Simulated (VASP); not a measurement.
# SnO2 (Pnnm) in VASP: notebook

Aim: see how the results for SnO2 move with the level of theory and the settings. Levels: PBEsol+D3(BJ), LDA. Tasks: relaxation of cell and atoms.

Everything below comes from runs of VASP 6.6.1. Logs are shortened: lines on timing, memory, paths and dates and some standing lists are left out, and cuts for length are marked.

### Step 1. The cell of the first run

The structure is orthorhombic, space group Pnnm (No. 58). Conventional cell: a = 4.788 Å, b = 4.867 Å, c = 3.241 Å, α = 90.00°, β = 90.00°, γ = 90.00°. Sn (site symmetry 2/m) has 6 O at 2.09 to 2.10 Å within 2.8 Å. O (site symmetry m) has 3 Sn at 2.09 to 2.10 Å and 1 O at 2.65 Å within 2.8 Å.

### Step 2. Relaxation of cell and atoms, PBEsol+D3(BJ)

INCAR

```
SYSTEM = SnO2
  ALGO = Normal
  EDIFF = 1E-7
  EDIFFG = -0.01
  ENCUT = 600
  GGA = PS
  IBRION = 2
  ISIF = 3
  ISMEAR = 0
  IVDW = 12
  LASPH = .True.
  LCHARG = .False.
  LREAL = .False.
  LWAVE = .False.
  NELM = 60
  NSW = 60
  PREC = Accurate
  SIGMA = 0.01
```

KPOINTS

```
k-points
0
Gamma
  6 4 6
  0 0 0
```

POSCAR

```
SnO2
1.0
    4.7880040000      0.0000000000      0.0000000000
    0.0000000000      4.8665820000      0.0000000000
    0.0000000000      0.0000000000      3.2408980000
Sn O
2 4
Direct
    0.5000000000      0.5000000000      0.5000000000
    0.0000000000      0.0000000000      0.0000000000
    0.2918550000      0.3210420000      0.0000000000
    0.7918550000      0.1789580000      0.5000000000
    0.2081450000      0.8210420000      0.5000000000
    0.7081450000      0.6789580000      0.0000000000
```

Potentials or basis: VASP PAW PBE potentials, release 64 (Sn_d, O).

Launch:

```
> cat potpaw_PBE.64/Sn_d/POTCAR potpaw_PBE.64/O/POTCAR > POTCAR
> mpirun -np 1 vasp_std > vasp.out
```

OUTCAR:

```text
SYSTEM = SnO2
   EDIFF = 1E-7
   EDIFFG = -0.01
   ENCUT = 600
   GGA = PS
   IBRION = 2
   ISIF = 3
   ISMEAR = 0
   IVDW = 12
   LASPH = .True.
   LREAL = .False.
   NELM = 60
   NSW = 60
   PREC = Accurate
 IVDW          = 12

 ion  position               nearest neighbor table
   1  0.500  0.500  0.500-   3 2.09   6 2.09   3 2.09   6 2.09   5 2.10   4 2.10
   2  0.000  0.000  0.000-   4 2.09   5 2.09   4 2.09   5 2.09   3 2.10   6 2.10
   3  0.292  0.321  0.000-   1 2.09   1 2.09   2 2.10
   4  0.792  0.179  0.500-   2 2.09   2 2.09   1 2.10
   5  0.208  0.821  0.500-   2 2.09   2 2.09   1 2.10
   6  0.708  0.679  0.000-   1 2.09   1 2.09   2 2.10

  LATTYP: Found a simple orthorhombic cell.
 ALAT       =     3.2408980000
 B/A-ratio  =     1.4773695439
 C/A-ratio  =     1.5016152930

  Lattice vectors:

 A1 = (   0.0000000000,   0.0000000000,   3.2408980000)
 A2 = (   4.7880040000,   0.0000000000,   0.0000000000)
 A3 = (   0.0000000000,   4.8665820000,   0.0000000000)

Analysis of symmetry for initial positions (statically):
=====================================================================
 Subroutine PRICEL returns:
 Original cell was already a primitive cell.

 Routine SETGRP: Setting up the symmetry group for a
 simple orthorhombic supercell.

 Subroutine GETGRP returns: Found  8 space group operations
 (whereof  4 operations were pure point group operations)
 out of a pool of  8 trial point group operations.

The static configuration has the point symmetry C_2h.
 The point group associated with its full space group is D_2h.

Analysis of symmetry for dynamics (positions and initial velocities):
=====================================================================
 Subroutine PRICEL returns:
 Original cell was already a primitive cell.

 Routine SETGRP: Setting up the symmetry group for a
 simple orthorhombic supercell.

 Subroutine GETGRP returns: Found  8 space group operations
 (whereof  4 operations were pure point group operations)
 out of a pool of  8 trial point group operations.

The dynamic configuration has the point symmetry C_2h.
 The point group associated with its full space group is D_2h.

 Subroutine INISYM returns: Found  8 space group operations
 (whereof  4 operations are pure point group operations),
 and found     1 'primitive' translations

----------------------------------------------------------------------------------------

                                     Primitive cell

  volume of cell :      75.5169

  direct lattice vectors                    reciprocal lattice vectors
     4.788004000  0.000000000  0.000000000     0.208855298  0.000000000  0.000000000
     0.000000000  4.866582000  0.000000000     0.000000000  0.205483027  0.000000000
     0.000000000  0.000000000  3.240898000     0.000000000  0.000000000  0.308556456

  length of vectors
     4.788004000  4.866582000  3.240898000     0.208855298  0.205483027  0.308556456

  position of ions in fractional coordinates (direct lattice)
     0.500000000  0.500000000  0.500000000
     0.000000000  0.000000000  0.000000000
     0.291855000  0.321042000  0.000000000
     0.791855000  0.178958000  0.500000000
     0.208145000  0.821042000  0.500000000
     0.708145000  0.678958000  0.000000000

  ion indices of the primitive-cell ions
   primitive index   ion index
                 1           1
                 2           2
                 3           3
                 4           4
                 5           5
                 6           6

----------------------------------------------------------------------------------------

 KPOINTS: k-points

Automatic generation of k-mesh.
 Grid dimensions read from file:
 generate k-points for:    6    4    6

 Generating k-lattice:

  Cartesian coordinates                     Fractional coordinates (reciprocal lattice)
     0.034809216  0.000000000  0.000000000     0.166666667  0.000000000  0.000000000
     0.000000000  0.051370757  0.000000000     0.000000000  0.250000000  0.000000000
     0.000000000  0.000000000  0.051426076     0.000000000  0.000000000  0.166666667

  Length of vectors
     0.034809216  0.051370757  0.051426076

  Shift w.r.t. Gamma in fractional coordinates (k-lattice)
     0.000000000  0.000000000  0.000000000

 Subroutine IBZKPT returns following result:
 ===========================================

 Found     48 irreducible k-points:

 Following reciprocal coordinates:
            Coordinates               Weight
  0.000000  0.000000  0.000000      1.000000
  0.166667  0.000000  0.000000      2.000000
  0.333333  0.000000  0.000000      2.000000
  0.500000  0.000000  0.000000      1.000000
  0.000000  0.250000  0.000000      2.000000
  0.166667  0.250000  0.000000      4.000000
[... 16 lines left out ...]
  0.333333  0.500000  0.166667      4.000000
  0.500000  0.500000  0.166667      2.000000
 [... further k-points ...]
   k-points           NKPTS =     48   k-points in BZ     NKDIM =     48   number of bands    NBANDS=     31
   number of dos      NEDOS =    301   number of ions     NIONS =      6
   total plane-waves  NPLWV =  44800
   dimension x,y,z NGX =    40 NGY =   40 NGZ =   28
   dimension x,y,z NGXF=    80 NGYF=   80 NGZF=   56
   ions per type =               2   4
   NGX,Y,Z   is equivalent  to a cutoff of  13.89, 13.66, 14.36 a.u.
   NGXF,Y,Z  is equivalent  to a cutoff of  27.78, 27.33, 28.73 a.u.
 SYSTEM =  SnO2
   PREC   = accura    normal or accurate (medium, high low for compatibility)
   ISTART =      0    job   : 0-new  1-cont  2-samecut
   ICHARG =      2    charge: 1-file 2-atom 10-const
   ISPIN  =      1    spin polarized calculation?
   LNONCOLLINEAR =      F non collinear calculations
   LSORBIT =      F    spin-orbit coupling
   LASPH  =      T    aspherical Exc in radial PAW
   ENCUT  =  600.0 eV  44.10 Ry    6.64 a.u.   9.56  9.72  6.47*2*pi/ulx,y,z
   NELM   =     60;   NELMIN=  2; NELMDL= -5     # of ELM steps
   EDIFF  = 0.1E-06   stopping-criterion for ELM
   LREAL  =      F    real-space projection
   EDIFFG = -.1E-01   stopping-criterion for IOM
   NSW    =     60    number of steps for IOM
   IBRION =      2    ionic relax: 0-MD 1-quasi-New 2-CG
   NFREE  =      1    steps in history (QN), initial steepest desc. (CG)
   ISIF   =      3    stress and relaxation
   ISYM   =      2    0-nonsym 1-usesym 2-fastsym
   POTIM  = 0.5000    time-step for ionic-motion
   TEBEG  =    0.0;   TEEND  =   0.0 temperature during run
   PSTRESS=    0.0 pullay stress
   NELECT =      52.0000    total number of electrons
   NUPDOWN=      -1.0000    fix difference up-down
   EMIN   =  10.00;   EMAX   =-10.00  energy-range for DOS
   EFERMI =   0.00;   METHOD = LEGACY
   ISMEAR =     0;   SIGMA  =   0.01  broadening in eV -4-tet -1-fermi 0-gaus
   EFERMI_NEDOS =   21; number of points for ismear=-14 and -15
   IALGO  =     38    algorithm
   IMIX   =      4    mixing-type and parameters
     AMIX     =   0.40;   BMIX     =  1.00
     AMIX_MAG =   1.60;   BMIX_MAG =  1.00
  volume/ion in A,a.u.               =      12.59        84.94
  Fermi-wavevector in a.u.,A,eV,Ry     =   1.445644  2.731871 28.434627  2.089886
  Thomas-Fermi vector in A             =   2.563802
   LORBIT       =      0    0 simple, 1 ext, 2 COOP (PROOUT), +10 PAW based schemes
   GGA     = PS    functional components
   LHFCALC =     F    Hartree Fock is set to
   AEXX    =    0.0000 exact exchange contribution
   IVDW    =    12    specifies the selected vdW correction
   LEPSILON=     F    determine dielectric tensor
   LRPA    =     F    only Hartree local field effects (RPA)
 conjugate gradient relaxation of ions
 non-spin polarized calculation
 Gauss-broadening in eV      SIGMA  =   0.01
  energy-cutoff  :      600.00
  volume of cell :       75.52
 maximum number of plane-waves:      2552
 NGX is ok and might be reduce to    40
   NGX = 19   NGY = 19   NGZ = 13

--------------------------------------- Ionic step        1  -------------------------------------------

 number of electron      51.9999998 magnetization

 Free energy of the ion-electron system (eV)
  ---------------------------------------------------
  ext. energy  EPLUGINS =         0.00000000
  ---------------------------------------------------
  free energy    TOTEN  =       -39.62665680 eV

  energy without entropy =      -39.62665680  energy(sigma->0) =      -39.62665680

------------------------ aborting loop because EDIFF is reached ----------------------------------------

 Edisp (eV)   -1.09761

 E8    (eV) :    -0.6924

  FORCE on cell =-STRESS in cart. coord.  units (eV):
  Direction    XX          YY          ZZ          XY          YZ          ZX
  --------------------------------------------------------------------------------------
  -------------------------------------------------------------------------------------
  Total      -3.66979    -3.78695    -4.22926    -0.00000     0.00000     0.00000
  in kB     -77.85890   -80.34452   -89.72863    -0.00000     0.00000     0.00000
  external pressure =      -82.64 kB  Pullay stress =        0.00 kB
[... 109 lines left out ...]
  FREE ENERGIE OF THE ION-ELECTRON SYSTEM (eV)
  ---------------------------------------------------
  free  energy   TOTEN  =       -40.8122846052 eV

  energy  without entropy=      -40.8122846052  energy(sigma->0) =      -40.81228461

[... ionic steps 4 to 20 ...]

--------------------------------------- Ionic step       21  -------------------------------------------

 number of electron      52.0000004 magnetization

------------------------ aborting loop because EDIFF is reached ----------------------------------------

 Edisp (eV)   -1.14733

 E8    (eV) :    -0.7238
[... 77 lines left out ...]
  energy  without entropy=      -40.8240328806  energy(sigma->0) =      -40.82403288

--------------------------------------- Ionic step       23  -------------------------------------------

 number of electron      52.0000003 magnetization

 Free energy of the ion-electron system (eV)
  ---------------------------------------------------
  ext. energy  EPLUGINS =         0.00000000
  ---------------------------------------------------
  free energy    TOTEN  =       -39.67564972 eV

  energy without entropy =      -39.67564972  energy(sigma->0) =      -39.67564972

 E-fermi :   5.9751     XC(G=0): -11.4890

 val. band max:        5.9096289678   @ k =   0.0000   0.0000   0.0000
 cond. band min:       6.9405440520   @ k =   0.0000   0.0000   0.0000
 fundamental gap:      1.0309150842
 Fermi energy:         5.9751007795

 k-point     1 :       0.0000    0.0000    0.0000
  band No.  band energies     occupation
      1     -15.1106      2.00000
      2     -14.3270      2.00000
      3     -14.0751      2.00000
      4     -14.0497      2.00000
      5     -14.0493      2.00000
      6     -13.9881      2.00000
[... 805 lines left out ...]
     30      13.9246      0.00000
     31      16.4745      0.00000

 [... further k-points ...]

------------------------ aborting loop because EDIFF is reached ----------------------------------------

 Edisp (eV)   -1.14842

 E8    (eV) :    -0.7245

  FORCE on cell =-STRESS in cart. coord.  units (eV):
  Direction    XX          YY          ZZ          XY          YZ          ZX
  --------------------------------------------------------------------------------------
  -------------------------------------------------------------------------------------
  Total       0.02578     0.04502     0.05447    -0.00000     0.00000     0.00000
  in kB       0.57190     0.99887     1.20855    -0.00000     0.00000     0.00000
  external pressure =        0.93 kB  Pullay stress =        0.00 kB
[... 21 lines left out ...]
  FREE ENERGIE OF THE ION-ELECTRON SYSTEM (eV)
  ---------------------------------------------------
  free  energy   TOTEN  =       -40.8240725846 eV

  energy  without entropy=      -40.8240725846  energy(sigma->0) =      -40.82407258

 reached required accuracy - stopping structural energy minimisation
```

It took 39 min on 1 thread of Intel Xeon 8259CL, shared host; peak memory 0.31 GiB.

What came out:

* Free energy: -40.8241 eV
* Relaxed volume: 12.04 Å³/atom
* Relaxed cell: a = 4.743 Å, b = 4.747 Å, c = 3.207 Å, α = 90.00°, β = 90.00°, γ = 90.00°
* Space group after relaxing (to 0.1 Å): P4_2/mnm (No. 136)
* Energy gained by relaxing: 16.6 meV/atom
* Ionic steps: 23
* Pressure after relaxing: 0.1 GPa
* Largest force after relaxing: 0.006 eV/Å
* Band gap on the k mesh: 1.03 eV
* Dispersion energy per atom: -0.191 eV

Forces in eV/Å, atoms in the order of the input:
```
Sn   0.000  0.000  0.000
Sn   0.000  0.000  0.000
O   -0.001 -0.006  0.000
O   -0.001  0.006  0.000
O    0.001 -0.006  0.000
O    0.001  0.006  0.000
```

Step by step:
```
step  energy change (eV)  largest force (eV/Å)  pressure (GPa)  volume (Å³)
   1              0.0000                0.1060           -8.26        75.52
   2              0.0472                0.4150           12.19        68.64
   3             -0.0880                0.1369           -0.18        72.32
   4             -0.0880                0.1407            0.01        72.26
   5             -0.0922                0.0433            0.13        72.06
   6             -0.0922                0.0511            0.15        72.04
   7             -0.0927                0.0450           -0.12        72.13
   8             -0.0928                0.0418           -0.42        72.23
   9             -0.0931                0.0410           -0.34        72.21
  10             -0.0935                0.0517           -0.11        72.14
  11             -0.0936                0.0997            0.34        72.01
  12             -0.0937                0.0752            0.13        72.07
  13             -0.0942                0.0675            0.15        72.07
  14             -0.0955                0.0457            0.23        72.06
  15             -0.0972                0.0248            0.36        72.04
  16             -0.0980                0.1056            0.56        71.99
  17             -0.0981                0.0798            0.51        72.00
  18             -0.0988                0.0720            0.22        72.12
  19             -0.0992                0.0576           -0.36        72.35
  20             -0.0996                0.0203           -0.18        72.31
  21             -0.0997                0.0095           -0.05        72.28
  22             -0.0998                0.0080            0.00        72.26
  23             -0.0998                0.0056            0.09        72.21
```

Final structure:
```yaml
crystal:
  lattice:
    - [4.74344, 0.00000, 0.00000]
    - [0.00000, 4.74722, 0.00000]
    - [0.00000, 0.00000, 3.20684]
  atoms:
    - { symbol: Sn, position: [0.50000, 0.50000, 0.50000] }
    - { symbol: Sn, position: [0.00000, 0.00000, 0.00000] }
    - { symbol: O, position: [0.30478, 0.30730, 0.00000] }
    - { symbol: O, position: [0.80478, 0.19270, 0.50000] }
    - { symbol: O, position: [0.19522, 0.80730, 0.50000] }
    - { symbol: O, position: [0.69522, 0.69270, 0.00000] }
```

Caveat: the PAW data sets were made with another functional, which shifts forces and pressure a little; spin-orbit coupling is left out, which moves the levels of the heavy elements.

[end of part 1 of 2]
